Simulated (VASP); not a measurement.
B3AsN2:

```
CELL_PARAMETERS angstrom
2.84300 0.00000 0.00000
-1.42150 2.46211 0.00000
0.00000 0.00000 7.10432
ATOMIC_POSITIONS crystal
N 0.00000 0.00000 0.01683
N 0.33333 0.66667 0.30561
As 0.66667 0.33333 0.66599
B 0.33333 0.66667 0.08758
B 0.66667 0.33333 0.37475
B 0.00000 0.00000 0.79925
```

Base run:

```yaml
Program: VASP 6.6.1
Functional: PBE
Potentials_or_basis: VASP PAW PBE potentials, release 64 (N, As, B)
Cutoff: 520 eV
k_mesh: 12 × 12 × 4
Occupations: fermi-dirac, width 0.02 eV
Spin: no spin polarisation
```

Its results: band gap on the k mesh zero (bands 12 and 13 overlap by 1.13 eV); pressure 3.9 GPa; largest force 0.572 eV/Å.

Problem. The run is repeated on the same cell with these changes: functional from PBE to r2SCAN. What comes out?

Solution. Band gap on the k mesh zero (bands 12 and 13 overlap by 1.03 eV); pressure 1.0 GPa; largest force 0.089 eV/Å.

Caveats: the cell stands under pressure (at least some runs); the PAW data sets were made with another functional, which shifts forces and pressure a little (at least some runs).
